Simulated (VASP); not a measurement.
Set up this calculation in VASP 6.6.1, as the native input.

| Quantity | Value |
| --- | --- |
| Task | single point |
| Functional | PBE |
| Potentials or basis | VASP PAW PBE potentials, release 64 (In_d, As) |
| Cutoff | 520 eV |
| k mesh | 6 × 6 × 6 |
| Occupations | gaussian, width 0.1 eV |
| Spin | no spin polarisation |
| Dipole correction | no |
| Further INCAR settings | ALGO = Normal; EDIFF = 1e-06; NBANDS = 18 |

The structure of InAs2 lies in POSCAR:

```
InAs2
1.0
    5.2872395937      0.0000000000      0.0000000000
   -2.6436197969      4.5788838041      0.0000000000
    0.0000000000      0.0000000000      2.7723497529
In As
1 2
Direct
    0.0000000000      0.0000000000      0.5000000000
    0.3333333333      0.6666666667      0.5000000000
    0.6666666667      0.3333333333      0.5000000000
```

These files were run (other wordings do the same):

INCAR

```
ALGO = Normal ; EDIFF = 1E-6
ENCUT = 520 ; GGA = PE
ISIF = 2 ; ISMEAR = 0
LASPH = True ; LCHARG = False
LREAL = False ; LWAVE = False
NBANDS = 18 ; NELM = 60
PREC = Accurate ; SIGMA = 0.1
```

KPOINTS

```
k-points
0
Gamma
  6 6 6
```

Potentials or basis: VASP PAW PBE potentials, release 64 (In_d, As).

The run is started by

```sh
$ cat potpaw_PBE.64/In_d/POTCAR potpaw_PBE.64/As/POTCAR > POTCAR
$ mpirun -np 1 vasp_std > vasp.out
```

Results of the run:

* Pressure: 0.1 GPa

Caveat: the k points lie up to 0.38 Å⁻¹ apart.

It took 29 s on 1 thread of AMD EPYC 7R43 64-Core Processor (Zen 3), on a shared host, peak memory 0.16 GiB.
